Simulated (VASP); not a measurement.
The system is MnO2.

```xyz
3
Lattice="2.8566 0.0000 0.0000 -1.4283 2.4739 0.0000 0.0000 0.0000 4.6014" Properties=species:S:1:pos:R:3 pbc="T T T"
Mn    0.0000    0.0000    2.3007
O     0.0000    1.6492    3.2499
O     1.4283    0.8246    1.3515
```

| Quantity | Value |
| --- | --- |
| Program | VASP 6.6.1 |
| Task | relaxation of cell and atoms |
| Functional | PBEsol |
| Dispersion | D4 |
| Potentials or basis | VASP PAW PBE potentials, release 64 (Mn_pv, O) |
| Cutoff | 600 eV |
| k mesh | 11 × 11 × 6 |
| Occupations | fermi-dirac, width 0.05 eV |
| Spin | collinear spin, ferromagnetic start |
| Starting moments | [4.0, 0.0, 0.0] μB |

At the start: pressure -3.0 GPa; volume 10.84 Å³/atom.

How do energy, volume and symmetry change on relaxing?

Over 10 steps the energy falls by 3.0 meV/atom and the volume is 10.31 Å³/atom (-4.8 %); space group P-3m1 (No. 164, to 0.1 Å) before and after; moment 3.00 μB per cell.

The path:
```tsv
step	energy change (eV)	largest force (eV/Å)	pressure (GPa)	volume (Å³)
1	0.0000	0.0991	-3.02	32.52
2	0.0046	0.4270	4.29	31.56
3	-0.0042	0.1109	-0.19	32.12
4	-0.0050	0.0617	-0.16	32.03
5	-0.0053	0.0069	-0.15	31.92
6	-0.0059	0.0098	-0.07	31.82
7	-0.0074	0.0214	0.15	31.52
8	-0.0088	0.0490	0.49	30.93
9	-0.0084	0.0793	-0.91	30.97
10	-0.0089	0.0027	0.00	30.94
```

Final structure:
```
Mn O
1.0
     2.83895    0.00000    0.00000
    -1.41948    2.45860    0.00000
     0.00000    0.00000    4.43321
Mn O
1 2
Direct
  0.00000 0.00000 0.50000
  0.33333 0.66667 0.71432
  0.66667 0.33333 0.28568
```

Caveat: the PAW data sets were made with another functional, which shifts forces and pressure a little; a cell with one magnetic atom can't hold antiferromagnetic order, which such compounds often take.
